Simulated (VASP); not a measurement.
# AlO2 (P4/mmm) in VASP: notebook

Runs on AlO2. Level: PBE. Tasks: single point, relaxation of cell and atoms.

All numbers are computed with VASP 6.6.1; they aren't measurements. Logs are shortened: lines on timing, memory, paths and dates and some standing lists are left out, and cuts for length are marked.

## Step 1: The cell of the first run

It takes space group P4/mmm (No. 123, tetragonal). Conventional cell: a = 3.137 Å, b = 3.137 Å, c = 4.765 Å, α = 90.00°, β = 90.00°, γ = 90.00°. Within 2.3 Å of Al (site symmetry 4/mmm) lie 2 O at 1.70 Å. O (site symmetry 4mm) has 1 O at 1.37 Å and 1 Al at 1.70 Å within 1.8 Å.

## Step 2: Single point, PBE

INCAR

```
PREC = Accurate
ENCUT = 520
EDIFF = 1E-6
ISMEAR = 0
SIGMA = 0.1
LREAL = False
LASPH = True
NELM = 60
ALGO = Normal
ISIF = 2
LWAVE = False
LCHARG = True
GGA = PE
LELF = True
LVHAR = True
NBANDS = 14
```

KPOINTS

```
regular mesh
0
Gamma
  14 14 10
```

POSCAR

```
AlO2
1.0
    3.1371163810      0.0000000000      0.0000000000
    0.0000000000      3.1371163810      0.0000000000
    0.0000000000      0.0000000000      4.7653355851
Al O
1 2
Direct
    0.5000000000      0.5000000000      0.5000000000
    0.5000000000      0.5000000000      0.8562810133
    0.5000000000      0.5000000000      0.1437189867
```

Potentials or basis: VASP PAW PBE potentials, release 64 (Al, O).

Command:

```bash
> cat potpaw_PBE.64/Al/POTCAR potpaw_PBE.64/O/POTCAR > POTCAR
> mpirun -np 1 vasp_std > vasp.out
```

OUTCAR:

```text
PREC = Accurate
   ENCUT = 520
   EDIFF = 1E-6
   ISMEAR = 0
   LREAL = False
   LASPH = True
   NELM = 60
   ISIF = 2
   GGA = PE

 ion  position               nearest neighbor table
   1  0.500  0.500  0.500-   2 1.70   3 1.70
   2  0.500  0.500  0.856-   3 1.37   1 1.70
   3  0.500  0.500  0.144-   2 1.37   1 1.70

  LATTYP: Found a simple tetragonal cell.
 ALAT       =     3.1371163810
 C/A-ratio  =     1.5190177878

  Lattice vectors:

 A1 = (   3.1371163810,   0.0000000000,   0.0000000000)
 A2 = (   0.0000000000,   3.1371163810,   0.0000000000)
 A3 = (   0.0000000000,   0.0000000000,   4.7653355851)

Analysis of symmetry for initial positions (statically):
=====================================================================
 Subroutine PRICEL returns:
 Original cell was already a primitive cell.

 Routine SETGRP: Setting up the symmetry group for a
 simple tetragonal supercell.

 Subroutine GETGRP returns: Found 16 space group operations
 (whereof 16 operations were pure point group operations)
 out of a pool of 16 trial point group operations.

The static configuration has the point symmetry D_4h.

Analysis of symmetry for dynamics (positions and initial velocities):
=====================================================================
 Subroutine PRICEL returns:
 Original cell was already a primitive cell.

 Routine SETGRP: Setting up the symmetry group for a
 simple tetragonal supercell.

 Subroutine GETGRP returns: Found 16 space group operations
 (whereof 16 operations were pure point group operations)
 out of a pool of 16 trial point group operations.

The dynamic configuration has the point symmetry D_4h.

 Subroutine INISYM returns: Found 16 space group operations
 (whereof 16 operations are pure point group operations),
 and found     1 'primitive' translations

----------------------------------------------------------------------------------------

                                     Primitive cell

  volume of cell :      46.8980

  direct lattice vectors                    reciprocal lattice vectors
     3.137116381  0.000000000  0.000000000     0.318764075  0.000000000  0.000000000
     0.000000000  3.137116381  0.000000000     0.000000000  0.318764075  0.000000000
     0.000000000  0.000000000  4.765335585     0.000000000  0.000000000  0.209848810

  length of vectors
     3.137116381  3.137116381  4.765335585     0.318764075  0.318764075  0.209848810

  position of ions in fractional coordinates (direct lattice)
     0.500000000  0.500000000  0.500000000
     0.500000000  0.500000000  0.856281013
     0.500000000  0.500000000  0.143718987

  ion indices of the primitive-cell ions
   primitive index   ion index
                 1           1
                 2           2
                 3           3

----------------------------------------------------------------------------------------

 KPOINTS: regular mesh

Automatic generation of k-mesh.
 Grid dimensions read from file:
 generate k-points for:   14   14   10

 Generating k-lattice:

  Cartesian coordinates                     Fractional coordinates (reciprocal lattice)
     0.022768862  0.000000000  0.000000000     0.071428571  0.000000000  0.000000000
     0.000000000  0.022768862  0.000000000     0.000000000  0.071428571  0.000000000
     0.000000000  0.000000000  0.020984881     0.000000000  0.000000000  0.100000000

  Length of vectors
     0.022768862  0.022768862  0.020984881

  Shift w.r.t. Gamma in fractional coordinates (k-lattice)
     0.000000000  0.000000000  0.000000000

 Subroutine IBZKPT returns following result:
 ===========================================

 Found    216 irreducible k-points:

 Following reciprocal coordinates:
            Coordinates               Weight
  0.000000  0.000000  0.000000      1.000000
  0.071429  0.000000  0.000000      4.000000
  0.142857  0.000000  0.000000      4.000000
  0.214286  0.000000  0.000000      4.000000
  0.285714  0.000000  0.000000      4.000000
  0.357143  0.000000  0.000000      4.000000
[... 16 lines left out ...]
  0.285714  0.214286  0.000000      8.000000
  0.357143  0.214286  0.000000      8.000000
 [... further k-points ...]
   k-points           NKPTS =    216   k-points in BZ     NKDIM =    216   number of bands    NBANDS=     14
   number of dos      NEDOS =    301   number of ions     NIONS =      3
   total plane-waves  NPLWV =  20736
   dimension x,y,z NGX =    24 NGY =   24 NGZ =   36
   dimension x,y,z NGXF=    48 NGYF=   48 NGZF=   72
   ions per type =               1   2
   NGX,Y,Z   is equivalent  to a cutoff of  12.72, 12.72, 12.56 a.u.
   NGXF,Y,Z  is equivalent  to a cutoff of  25.44, 25.44, 25.12 a.u.
 SYSTEM =  unknown system
   PREC   = accura    normal or accurate (medium, high low for compatibility)
   ISTART =      0    job   : 0-new  1-cont  2-samecut
   ICHARG =      2    charge: 1-file 2-atom 10-const
   ISPIN  =      1    spin polarized calculation?
   LNONCOLLINEAR =      F non collinear calculations
   LSORBIT =      F    spin-orbit coupling
   LASPH  =      T    aspherical Exc in radial PAW
   ENCUT  =  520.0 eV  38.22 Ry    6.18 a.u.   5.83  5.83  8.86*2*pi/ulx,y,z
   NELM   =     60;   NELMIN=  2; NELMDL= -5     # of ELM steps
   EDIFF  = 0.1E-05   stopping-criterion for ELM
   LREAL  =      F    real-space projection
   EDIFFG = 0.1E-04   stopping-criterion for IOM
   NSW    =      0    number of steps for IOM
   IBRION =     -1    ionic relax: 0-MD 1-quasi-New 2-CG
   NFREE  =      0    steps in history (QN), initial steepest desc. (CG)
   ISIF   =      2    stress and relaxation
   ISYM   =      2    0-nonsym 1-usesym 2-fastsym
   POTIM  = 0.5000    time-step for ionic-motion
   TEBEG  =    0.0;   TEEND  =   0.0 temperature during run
   PSTRESS=    0.0 pullay stress
   NELECT =      15.0000    total number of electrons
   NUPDOWN=      -1.0000    fix difference up-down
   EMIN   =  10.00;   EMAX   =-10.00  energy-range for DOS
   EFERMI =   0.00;   METHOD = LEGACY
   ISMEAR =     0;   SIGMA  =   0.10  broadening in eV -4-tet -1-fermi 0-gaus
   EFERMI_NEDOS =   21; number of points for ismear=-14 and -15
   IALGO  =     38    algorithm
   IMIX   =      4    mixing-type and parameters
     AMIX     =   0.40;   BMIX     =  1.00
     AMIX_MAG =   1.60;   BMIX_MAG =  1.00
  volume/ion in A,a.u.               =      15.63       105.49
  Fermi-wavevector in a.u.,A,eV,Ry     =   1.119576  2.115692 17.054235  1.253451
  Thomas-Fermi vector in A             =   2.256216
   LORBIT       =      0    0 simple, 1 ext, 2 COOP (PROOUT), +10 PAW based schemes
   GGA     = PE    functional components
   LHFCALC =     F    Hartree Fock is set to
   AEXX    =    0.0000 exact exchange contribution
   IVDW    =     0    specifies the selected vdW correction
   LEPSILON=     F    determine dielectric tensor
   LRPA    =     F    only Hartree local field effects (RPA)
 non-spin polarized calculation
 Gauss-broadening in eV      SIGMA  =   0.10
  energy-cutoff  :      520.00
  volume of cell :       46.90
 maximum number of plane-waves:      1304
 NGX is ok and might be reduce to    24
   NGX = 11   NGY = 11   NGZ = 17

 number of electron      15.0000004 magnetization

 Free energy of the ion-electron system (eV)
  ---------------------------------------------------
  ext. energy  EPLUGINS =         0.00000000
  ---------------------------------------------------
  free energy    TOTEN  =       -14.15266111 eV

  energy without entropy =      -14.14861971  energy(sigma->0) =      -14.15064041

 E-fermi :   1.8243     XC(G=0):  -8.6286

 val. band max:        1.8108025082   @ k =   0.3571   0.1429   0.1000
 cond. band min:       1.8253009430   @ k =   0.2857   0.2143   0.2000
 fundamental gap:      0.0144984348
 Fermi energy:         1.8242722121

 k-point     1 :       0.0000    0.0000    0.0000
  band No.  band energies     occupation
      1     -21.2686      2.00000
      2     -14.3233      2.00000
      3      -8.3313      2.00000
      4      -2.8723      2.00000
      5      -2.8723      2.00000
      6       0.0876      2.00000
      7       1.2847      2.00000
      8       1.2847      2.00000
      9       5.7626      0.00000
     10       9.4911      0.00000
     11       9.8906      0.00000
     12      10.5741      0.00000
     13      10.5741      0.00000
     14      10.5879      0.00000

 k-point     2 :       0.0714    0.0000    0.0000
  band No.  band energies     occupation
      1     -21.2622      2.00000
      2     -14.3150      2.00000
      3      -8.3112      2.00000
      4      -2.9673      2.00000
      5      -2.8655      2.00000
      6       0.1571      2.00000
      7       1.2178      2.00000
      8       1.2899      2.00000
      9       5.7845      0.00000
     10       8.9800      0.00000
     11       9.6074      0.00000
     12      10.6266      0.00000
     13      10.6587      0.00000
     14      11.4415      0.00000

 k-point     3 :       0.1429    0.0000    0.0000
  band No.  band energies     occupation
      1     -21.2440      2.00000
      2     -14.2919      2.00000
      3      -8.2537      2.00000
      4      -3.2195      2.00000
      5      -2.8463      2.00000
      6       0.3506      2.00000
      7       1.0359      2.00000
      8       1.3045      2.00000
      9       5.8433      0.00000
     10       7.8039      0.00000
     11       9.9212      0.00000
     12      10.7834      0.00000
     13      10.8633      0.00000
     14      12.5279      0.00000
[... 324 lines left out ...]
 k-point    23 :       0.2857    0.2143    0.0000
  band No.  band energies     occupation
      1     -21.1402      2.00000
      2     -14.1592      2.00000
      3      -7.9265      2.00000
      4      -3.7977      2.00000
      5      -3.3689      2.00000
      6       0.5991      2.00000
      7       0.9124      2.00000
      8       1.5056      1.99999
      9       5.6393      0.00000
     10       6.1125      0.00000
     11       8.7971      0.00000
     12      11.8924      0.00000
     13      12.0244      0.00000
     14      13.6042      0.00000

 k-point    24 :       0.3571    0.2143    0.0000
  band No.  band energies     occupation
      1     -21.1145      2.00000
      2     -14.1261      2.00000
      3      -7.8382      2.00000
      4      -4.0704      2.00000
      5      -3.3252      2.00000
      6       0.3911      2.00000
      7       0.9434      2.00000
      8       1.9488      0.07814
      9       4.8532      0.00000
     10       6.1696      0.00000
     11       9.0364      0.00000
     12      11.6187      0.00000
     13      12.4048      0.00000
     14      13.5406      0.00000

 [... further k-points ...]
[... 5 lines left out ...]
  --------------------------------------------------------------------------------------
  -------------------------------------------------------------------------------------
  Total       -0.0491539     -0.0491539      0.3342100      0.0000000     -0.0000000     -0.0000000
  in kB       -1.6792437     -1.6792437     11.4176104      0.0000000     -0.0000000     -0.0000000
  external PRESSURE =       2.6863743 kB  Pullay stress =       0.0000000 kB

 VOLUME and BASIS-vectors are now :
 -----------------------------------------------------------------------------
  energy-cutoff  :      520.00
  volume of cell :       46.90
      direct lattice vectors                 reciprocal lattice vectors
     3.137116381  0.000000000  0.000000000     0.318764075  0.000000000  0.000000000
     0.000000000  3.137116381  0.000000000     0.000000000  0.318764075  0.000000000
     0.000000000  0.000000000  4.765335585     0.000000000  0.000000000  0.209848810

 POSITION                                       TOTAL-FORCE (eV/Angst)
 -----------------------------------------------------------------------------------
      1.56856      1.56856      2.38267         0.000000      0.000000      0.000000
      1.56856      1.56856      4.08047         0.000000      0.000000     -0.206649
      1.56856      1.56856      0.68487         0.000000      0.000000      0.206649
 -----------------------------------------------------------------------------------
    total drift:                                0.000000     -0.000000      0.000000

  FREE ENERGIE OF THE ION-ELECTRON SYSTEM (eV)
  ---------------------------------------------------
  free  energy   TOTEN  =       -14.1526611070 eV

  energy  without entropy=      -14.1486197087  energy(sigma->0) =      -14.15064041
```

It took 71 s on 1 thread of Intel Xeon 6975P-C, shared host; peak memory 0.24 GiB.

What came out:

* Free energy: -14.1527 eV
* Pressure: 0.3 GPa
* Largest force: 0.207 eV/Å

Forces in eV/Å, atoms in the order of the input:
```
Al   0.000  0.000  0.000
O    0.000  0.000 -0.207
O    0.000  0.000  0.207
```

Stress tensor (GPa, compression positive):
```
-0.17  0.00  0.00
 0.00 -0.17  0.00
 0.00  0.00  1.14
```

Levels at points of the mesh, in eV from the Fermi level:
```csv
k point,band 3,band 4,band 5,band 6,band 7,band 8,band 9,band 10,band 11,band 12
"(0.00, 0.00, 0.00)",-10.16,-4.70,-4.70,-1.74,-0.54,-0.54,3.94,7.67,8.07,8.75
"(0.50, 0.00, 0.00)",-9.69,-6.31,-4.56,-1.73,-0.43,0.53,1.42,4.31,10.67,10.76
"(0.50, 0.50, 0.00)",-9.37,-5.88,-5.88,-1.45,-1.45,2.58,2.58,4.24,4.52,6.41
"(0.00, 0.00, 0.50)",-8.97,-4.65,-4.65,-3.37,-0.73,-0.73,5.23,5.80,8.33,9.46
"(0.50, 0.00, 0.50)",-8.80,-5.95,-4.52,-3.23,-0.56,-0.55,2.38,6.08,8.97,10.46
"(0.50, 0.50, 0.50)",-8.66,-5.66,-5.66,-2.36,-2.36,2.08,3.96,3.96,4.63,9.06
```

Caveat: an odd number of electrons without spin polarisation forces a metal; a magnetic or distorted state may lie lower.

## Step 3: Relaxation of cell and atoms, PBE

This run uses another cell than the first one, of 15.40 Å³/atom, 0.985 times its volume.

INCAR

```
ALGO = Normal
EDIFF = 1E-6
EDIFFG = -0.01
ENCUT = 600
GGA = PE
IBRION = 2
ISIF = 3
ISMEAR = 0
LASPH = T
LCHARG = F
LREAL = F
LWAVE = F
NELM = 60
NSW = 100
PREC = Accurate
SIGMA = 0.1
```

KPOINTS

```
k-points
0
Gamma
  14 14 10
```

POSCAR

```
AlO2
1.0
    3.1134953253      0.0000000000      0.0000000000
    0.0000000000      3.1134953253      0.0000000000
    0.0000000000      0.0000000000      4.7658341410
Al O
1 2
Direct
    0.5000000000      0.5000000000      0.5000000000
    0.5000000000      0.5000000000      0.8569676862
    0.5000000000      0.5000000000      0.1430323138
```

Potentials or basis: VASP PAW PBE potentials, release 64 (Al, O).

Command:

```bash
> cat potpaw_PBE.64/Al/POTCAR potpaw_PBE.64/O/POTCAR > POTCAR
> mpirun -np 1 vasp_std > vasp.out
```

It took 9.2 min on 1 thread of Intel Xeon 6975P-C, shared host; peak memory 0.28 GiB.

It converged, with:

| Quantity | Value |
| --- | --- |
| Free energy | -14.1584 eV |
| Relaxed volume | 15.53 Å³/atom |
| Relaxed cell | a = 3.124 Å, b = 3.124 Å, c = 4.772 Å, α = 90.00°, β = 90.00°, γ = 90.00° |
| Space group after relaxing (to 0.05 Å) | P4/mmm (No. 123) |
| Energy gained by relaxing | 0.8 meV/atom |
| Ionic steps | 8 |
| Pressure after relaxing | 0.0 GPa |

Forces in eV/Å, atoms in the order of the input:
```
Al   0.000  0.000  0.000
O    0.000  0.000  0.003
O    0.000  0.000 -0.003
```

The path:
```tsv
step	energy change (eV)	largest force (eV/Å)	pressure (GPa)	volume (Å³)
1	0.0000	0.3580	0.36	46.20
2	0.0079	0.6981	-0.35	46.43
3	-0.0020	0.0007	0.08	46.27
4	-0.0020	0.0076	0.11	46.27
5	-0.0021	0.0016	0.15	46.33
6	-0.0022	0.0137	0.21	46.40
7	-0.0022	0.0108	0.17	46.45
8	-0.0023	0.0028	0.02	46.58
```

Final structure:
```
CELL_PARAMETERS angstrom
3.12436 0.00000 0.00000
0.00000 3.12436 0.00000
0.00000 0.00000 4.77161
ATOMIC_POSITIONS crystal
Al 0.50000 0.50000 0.50000
O 0.50000 0.50000 0.85577
O 0.50000 0.50000 0.14423
```

Levels at points of the mesh, in eV from the Fermi level:
| k point | band 4 | band 5 | band 6 | band 7 | band 8 | band 9 | band 10 | band 11 |
| --- | --- | --- | --- | --- | --- | --- | --- | --- |
| (0.00, 0.00, 0.00) | -4.61 | -4.61 | -1.74 | -0.53 | -0.53 | 3.83 | 7.74 | 8.11 |
| (0.50, 0.00, 0.00) | -6.27 | -4.46 | -1.74 | -0.42 | 0.53 | 1.45 | 4.20 | 10.78 |
| (0.50, 0.50, 0.00) | -5.82 | -5.82 | -1.45 | -1.45 | 2.60 | 2.60 | 4.25 | 4.42 |
| (0.00, 0.00, 0.50) | -4.56 | -4.56 | -3.40 | -0.71 | -0.71 | 5.14 | 5.85 | 8.37 |
| (0.50, 0.00, 0.50) | -5.90 | -4.43 | -3.24 | -0.57 | -0.54 | 2.37 | 6.00 | 9.04 |
| (0.50, 0.50, 0.50) | -5.59 | -5.59 | -2.36 | -2.36 | 2.05 | 3.97 | 3.97 | 4.63 |

Caveat: an odd number of electrons without spin polarisation forces a metal; a magnetic or distorted state may lie lower.
